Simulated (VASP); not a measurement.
# Ti6O (P-31m) in VASP: a series of runs, part 2 of 2

VASP 6.6.1. Earlier steps stand in the parts before.

### Step 3. Single point, PBEsol (14.37 Å³/atom)

This run uses another cell than the first one, of 14.37 Å³/atom.

INCAR reads:

```
PREC = Accurate ; ENCUT = 520
EDIFF = 1E-6 ; ISMEAR = 0
SIGMA = 0.1 ; LREAL = False
LASPH = True ; NELM = 60
ALGO = Normal ; ISIF = 2
LWAVE = False ; LCHARG = False
GGA = PS ; NBANDS = 48
```

KPOINTS reads:

```
Automatic mesh
0
Gamma
  12 12 8
```

POSCAR reads:

```
Ti6O
1.0
    5.0001314877      0.0000000000      0.0000000000
   -2.5000657439      4.3302408906      0.0000000000
    0.0000000000      0.0000000000      4.6454047775
Ti O
6 1
Direct
    0.3323839200      0.0000000000      0.2595833689
    0.0000000000      0.3323839200      0.2595833689
    0.6676160800      0.6676160800      0.2595833689
    0.0000000000      0.6676160800      0.7404166311
    0.6676160800      0.0000000000      0.7404166311
    0.3323839200      0.3323839200      0.7404166311
    0.0000000000      0.0000000000      0.0000000000
```

Potentials or basis: VASP PAW PBE potentials, release 64 (Ti_sv, O).

On the command line:

```sh
> cat potpaw_PBE.64/Ti_sv/POTCAR potpaw_PBE.64/O/POTCAR > POTCAR
> mpirun -np 1 vasp_std > vasp.out
```

OUTCAR:

```text
PREC = Accurate
   ENCUT = 520
   EDIFF = 1E-6
   ISMEAR = 0
   LREAL = False
   LASPH = True
   NELM = 60
   ISIF = 2
   GGA = PS

 ion  position               nearest neighbor table
   1  0.332  0.000  0.260-   7 2.05   4 2.78   6 2.78   5 2.79   3 2.88   2 2.88   2 2.89   3 2.89
                             2 2.89   3 2.89
   2  0.000  0.332  0.260-   7 2.05   5 2.78   6 2.78   4 2.79   3 2.88   1 2.88   3 2.89   1 2.89
                             1 2.89   3 2.89
   3  0.668  0.668  0.260-   7 2.05   4 2.78   5 2.78   6 2.79   1 2.88   2 2.88   2 2.89   1 2.89
                             1 2.89   2 2.89
   4  0.000  0.668  0.740-   7 2.05   1 2.78   3 2.78   2 2.79   6 2.88   5 2.88   6 2.89   5 2.89
                             5 2.89   6 2.89
   5  0.668  0.000  0.740-   7 2.05   2 2.78   3 2.78   1 2.79   6 2.88   4 2.88   4 2.89   6 2.89
                             4 2.89   6 2.89
   6  0.332  0.332  0.740-   7 2.05   2 2.78   1 2.78   3 2.79   5 2.88   4 2.88   4 2.89   5 2.89
                             5 2.89   4 2.89
   7  0.000  0.000  0.000-   3 2.05   6 2.05   5 2.05   1 2.05   2 2.05   4 2.05

  LATTYP: Found a hexagonal cell.
 ALAT       =     5.0001314877
 C/A-ratio  =     0.9290565236

  Lattice vectors:

 A1 = (   5.0001314877,   0.0000000000,   0.0000000000)
 A2 = (  -2.5000657439,   4.3302408906,   0.0000000000)
 A3 = (   0.0000000000,   0.0000000000,   4.6454047775)

Analysis of symmetry for initial positions (statically):
=====================================================================
 Subroutine PRICEL returns:
 Original cell was already a primitive cell.

 Routine SETGRP: Setting up the symmetry group for a
 hexagonal supercell.

 Subroutine GETGRP returns: Found 12 space group operations
 (whereof 12 operations were pure point group operations)
 out of a pool of 24 trial point group operations.

The static configuration has the point symmetry D_3d.

Analysis of symmetry for dynamics (positions and initial velocities):
=====================================================================
 Subroutine PRICEL returns:
[... 141 lines left out ...]
  Fermi-wavevector in a.u.,A,eV,Ry     =   1.504068  2.842276 30.779362  2.262219
  Thomas-Fermi vector in A             =   2.615096
   LORBIT       =      0    0 simple, 1 ext, 2 COOP (PROOUT), +10 PAW based schemes
   GGA     = PS    functional components
   LHFCALC =     F    Hartree Fock is set to
   AEXX    =    0.0000 exact exchange contribution
   IVDW    =     0    specifies the selected vdW correction
   LEPSILON=     F    determine dielectric tensor
   LRPA    =     F    only Hartree local field effects (RPA)
 non-spin polarized calculation
 Gauss-broadening in eV      SIGMA  =   0.10
  energy-cutoff  :      520.00
  volume of cell :      100.58
 maximum number of plane-waves:      2765
 NGX is ok and might be reduce to    40
   NGX = 19   NGY = 19   NGZ = 17

 number of electron      77.9999999 magnetization

 Free energy of the ion-electron system (eV)
  ---------------------------------------------------
  ext. energy  EPLUGINS =         0.00000000
  ---------------------------------------------------
  free energy    TOTEN  =       -61.20395070 eV

  energy without entropy =      -61.18186019  energy(sigma->0) =      -61.19290545

 E-fermi :   9.1343     XC(G=0): -12.1792

 val. band max:        9.1297770920   @ k =   0.0833  -0.0000   0.2500
 cond. band min:       9.1351120123   @ k =  -0.0833   0.1667   0.2500
 fundamental gap:      0.0053349203
 Fermi energy:         9.1342609792

 k-point     1 :       0.0000    0.0000    0.0000
  band No.  band energies     occupation
      1     -47.3885      2.00000
      2     -47.2256      2.00000
      3     -47.2044      2.00000
      4     -47.2044      2.00000
      5     -47.2003      2.00000
      6     -47.2003      2.00000
[... 1213 lines left out ...]
     47      10.7057      0.00000
     48      11.1809      0.00000

 [... further k-points ...]
[... 5 lines left out ...]
  --------------------------------------------------------------------------------------
  -------------------------------------------------------------------------------------
  Total        2.8533595      2.8533595      2.8808627     -0.0000000      0.0000000     -0.0000000
  in kB       45.4516887     45.4516887     45.8897926     -0.0000000      0.0000000     -0.0000000
  external PRESSURE =      45.5977234 kB  Pullay stress =       0.0000000 kB

 VOLUME and BASIS-vectors are now :
 -----------------------------------------------------------------------------
  energy-cutoff  :      520.00
  volume of cell :      100.58
      direct lattice vectors                 reciprocal lattice vectors
     5.000131488  0.000000000  0.000000000     0.199994741  0.115467017  0.000000000
    -2.500065744  4.330240891  0.000000000     0.000000000  0.230934035  0.000000000
     0.000000000  0.000000000  4.645404777     0.000000000  0.000000000  0.215266494

 POSITION                                       TOTAL-FORCE (eV/Angst)
 -----------------------------------------------------------------------------------
      1.66196      0.00000      1.20587         0.033356      0.000000      0.027393
     -0.83098      1.43930      1.20587        -0.016678      0.028887      0.027393
      1.66908      2.89094      1.20587        -0.016678     -0.028887      0.027393
     -1.66908      2.89094      3.43953         0.016678     -0.028887     -0.027393
      3.33817      0.00000      3.43953        -0.033356      0.000000     -0.027393
      0.83098      1.43930      3.43953         0.016678      0.028887     -0.027393
      0.00000      0.00000      0.00000        -0.000000      0.000000      0.000000
 -----------------------------------------------------------------------------------
    total drift:                               -0.000000     -0.000000      0.000000

  FREE ENERGIE OF THE ION-ELECTRON SYSTEM (eV)
  ---------------------------------------------------
  free  energy   TOTEN  =       -61.2039506972 eV

  energy  without entropy=      -61.1818601929  energy(sigma->0) =      -61.19290545
```

OSZICAR:

```text
N       E                     dE             d eps       ncg     rms          rms(c)
DAV:   1     0.111375443165E+04    0.11138E+04   -0.38640E+04 12584   0.207E+03
DAV:   2     0.100471012174E+03   -0.10133E+04   -0.98985E+03 12576   0.631E+02
DAV:   3    -0.502608119904E+02   -0.15073E+03   -0.14554E+03 18648   0.205E+02
DAV:   4    -0.687648728668E+02   -0.18504E+02   -0.18087E+02 18384   0.660E+01
DAV:   5    -0.699283267893E+02   -0.11635E+01   -0.11597E+01 19904   0.148E+01    0.265E+01
DAV:   6    -0.612336369733E+02    0.86947E+01   -0.41026E+01 16712   0.453E+01    0.788E+00
DAV:   7    -0.611333348748E+02    0.10030E+00   -0.48118E+00 17192   0.106E+01    0.407E+00
DAV:   8    -0.611737471799E+02   -0.40412E-01   -0.29372E-01 17472   0.330E+00    0.231E+00
DAV:   9    -0.612049815117E+02   -0.31234E-01   -0.15774E-01 15760   0.248E+00    0.422E-01
DAV:  10    -0.612035702502E+02    0.14113E-02   -0.48282E-02 17632   0.107E+00    0.154E-01
DAV:  11    -0.612040161148E+02   -0.44586E-03   -0.21978E-03 16864   0.330E-01    0.535E-02
DAV:  12    -0.612039709734E+02    0.45141E-04   -0.54984E-04 18384   0.113E-01    0.418E-02
DAV:  13    -0.612039511102E+02    0.19863E-04   -0.10860E-04 16704   0.578E-02    0.908E-03
DAV:  14    -0.612039500625E+02    0.10477E-05   -0.19983E-05 13624   0.172E-02    0.376E-03
DAV:  15    -0.612039506972E+02   -0.63468E-06   -0.32449E-06 11784   0.795E-03
   1 F= -.61203951E+02 E0= -.61192905E+02  d E =-.220905E-01
```

Run time: 16 min. Hardware: 1 thread of AMD EPYC 7R13, shared host; peak memory 0.52 GiB.

Results:

* Free energy: -61.2040 eV
* Pressure: 4.6 GPa
* Largest force: 0.043 eV/Å
* Band gap on the k mesh: zero (bands 39 and 40 overlap by 0.53 eV)

Forces on the atoms (eV/Å):
```
Ti   0.033  0.000  0.027
Ti  -0.017  0.029  0.027
Ti  -0.017 -0.029  0.027
Ti   0.017 -0.029 -0.027
Ti  -0.033  0.000 -0.027
Ti   0.017  0.029 -0.027
O    0.000  0.000  0.000
```

Levels at points of the mesh, in eV from the Fermi level:
```csv
k point,band 36,band 37,band 38,band 39,band 40,band 41,band 42,band 43
"(0.00, 0.00, 0.00)",-1.00,-1.00,0.03,0.19,0.19,0.69,0.69,0.89
"(0.50, 0.00, 0.00)",-1.14,-1.12,-0.57,-0.30,0.51,0.70,0.76,0.86
"(0.00, 0.00, 0.50)",-0.48,-0.48,-0.44,-0.25,-0.25,0.25,0.25,0.50
"(0.50, 0.00, 0.50)",-0.70,-0.69,-0.49,-0.43,-0.24,0.19,0.69,0.93
```

Caveat: the cell stands under pressure; the PAW data sets were made with another functional, which shifts forces and pressure a little.
